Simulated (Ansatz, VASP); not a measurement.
## Two plane-wave programs on TaN

The input INCAR:

```
SYSTEM = TaN
ALGO = Normal ; EDIFF = 1E-6
ENCUT = 600 ; GGA_COMPAT = .False.
ISIF = 2 ; ISMEAR = -1
LASPH = .True. ; LCHARG = .False.
LREAL = .False. ; LWAVE = .False.
NBANDS = 16 ; NELM = 120
PREC = Accurate ; SIGMA = 0.05
```

File KPOINTS:

```
k-points
0
Gamma
  10 10 10
  0 0 0
```

File POSCAR:

```
TaN
1.0
    0.0000000000      2.2113230000      2.2113230000
    2.2113230000      0.0000000000      2.2113230000
    2.2113230000      2.2113230000      0.0000000000
Ta N
1 1
Direct
    0.5000000000      0.5000000000      0.5000000000
    0.0000000000      0.0000000000      0.0000000000
```

The input input.yaml:

```yaml
crystal:
  lattice:
    - [0.0, 2.211323, 2.211323]
    - [2.211323, 0.0, 2.211323]
    - [2.211323, 2.211323, 0.0]
  atoms:
    - { symbol: Ta, position: [0.5, 0.5, 0.5] }
    - { symbol: "N", position: [0.0, 0.0, 0.0] }
hamiltonian:
  xc: lda
  pseudopotentials: { kind: paw }
kpoints:
  mp_grid: { grid: [10, 10, 10] }
  band_path:
    path:
      - [[0.0, 0.0, 0.0], [0.5, 0.0, 0.5], [0.5, 0.25, 0.75], [0.375, 0.375, 0.75], [0.0, 0.0, 0.0], [0.5, 0.5, 0.5], [0.625, 0.25, 0.625], [0.5, 0.25, 0.75], [0.5, 0.5, 0.5], [0.375, 0.375, 0.75]]
      - [[0.625, 0.25, 0.625], [0.5, 0.0, 0.5]]
    npoints: 14
scf:
  occupations: { method: fermi_dirac, width: 0.05 }
  n_extra_bands: 6
output:
  forces: true
  stress: true
  eigenvalues: true
  fatbands: true
```

Alike in both runs: functional LDA; k mesh 10 × 10 × 10; occupations fermi-dirac, width 0.05 eV; no spin polarisation.

|  | VASP | Ansatz |
| --- | --- | --- |
| version | VASP 6.6.1 | Ansatz 0.2.0 |
| potentials or method | VASP PAW LDA potentials, release 64 (Ta_sv_GW, N) | Ansatz PAW |
| plane-wave cutoff (eV) | 600 | 420 |
| valence electrons in the cell | 18 | 18 |
| task | single point | band structure |

```csv
,VASP,Ansatz,Ansatz less VASP
gap on the k mesh at the Fermi level (eV),none,none,-
pressure (GPa),-16.3,-17.2,-0.92
```

LDA's correlation is that of Perdew and Zunger in VASP and of Perdew and Wang (1992) in Ansatz. A gap of «none» marks a metal or a gap that the smearing closes.

Spin-orbit coupling is off throughout.
